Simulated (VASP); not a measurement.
Here is a VASP 6.6.1 calculation.

The input INCAR:

```
SYSTEM = SiC
PREC = Accurate ; ENCUT = 600
EDIFF = 1E-6 ; ISMEAR = -1
SIGMA = 0.1 ; LREAL = .False.
LASPH = .True. ; NELM = 60
ALGO = Normal ; ISIF = 3
LWAVE = .False. ; LCHARG = .False.
IBRION = 2 ; NSW = 100
EDIFFG = -0.002
```

KPOINTS

```
regular mesh
0
Gamma
  18 18 18
  0 0 0
```

The input POSCAR:

```
SiC
1.0
    0.0000000000      2.1790000000      2.1790000000
    2.1790000000      0.0000000000      2.1790000000
    2.1790000000      2.1790000000      0.0000000000
Si C
1 1
Direct
    0.0000000000      0.0000000000      0.0000000000
    0.7500000000      0.7500000000      0.7500000000
```

Potentials or basis: VASP PAW LDA potentials, release 64 (Si, C).

Run with:

```console
$ cat potpaw_LDA.64/Si/POTCAR potpaw_LDA.64/C/POTCAR > POTCAR
$ mpirun -np 1 vasp_std > vasp.out
```

(1) What does it give for the relaxed volume?

(2) Predict the relaxed cell.

(3) Estimate the band gap on the k mesh.

Answers

(1) 10.15 Å³/atom.

(2) a = 3.062 Å, b = 3.062 Å, c = 3.062 Å, α = 60.00°, β = 60.00°, γ = 60.00°.

(3) 1.29 eV, indirect (least direct gap 4.52 eV).
